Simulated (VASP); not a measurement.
A run of VASP 6.6.1:

File INCAR:

```
SYSTEM = ZnO
ALGO     = Normal         ! electronic algorithm
EDIFF    = 1E-6           ! SCF threshold, eV
ENCUT    = 520            ! plane-wave cutoff, eV
GGA      = RE             ! functional
ISIF     = 2              ! what is computed and relaxed
ISMEAR   = 0              ! smearing method
IVDW     = 12             ! dispersion correction
LASPH    = .True.         ! aspherical terms in the spheres
LCHARG   = .False.        ! write CHGCAR
LREAL    = .False.        ! projectors in reciprocal space
LWAVE    = .False.        ! write WAVECAR
NBANDS   = 26             ! bands
NELM     = 60             ! most SCF steps
PREC     = Accurate       ! precision mode
SIGMA    = 0.05           ! smearing width, eV
```

Contents of KPOINTS:

```
k-points
0
Gamma
  8 8 6
  0 0 0
```

POSCAR

```
ZnO
1.0
    3.3009710382      0.0000000000      0.0000000000
   -1.6504855191      2.8587247762      0.0000000000
    0.0000000000      0.0000000000      5.3276514147
Zn O
2 2
Direct
    0.3333333333      0.6666666667      0.0015378783
    0.6666666667      0.3333333333      0.5015378783
    0.3333333333      0.6666666667      0.3805621217
    0.6666666667      0.3333333333      0.8805621217
```

Potentials or basis: VASP PAW PBE potentials, release 64 (Zn, O).

Launch:

```console
$ cat potpaw_PBE.64/Zn/POTCAR potpaw_PBE.64/O/POTCAR > POTCAR
$ mpirun -np 1 vasp_std > vasp.out
```

Hardware: 1 thread of Intel(R) Xeon(R) Platinum 8259CL CPU @ 2.50GHz (Skylake/Cascade Lake) (shared host).

**Question.** How long does it take, and how much memory?

**Answer.** Run time: 46 s on 1 thread of Intel(R) Xeon(R) Platinum 8259CL CPU @ 2.50GHz (Skylake/Cascade Lake), on a shared host, peak memory 0.2 GiB. Counts: scf iterations 15, k points 40.
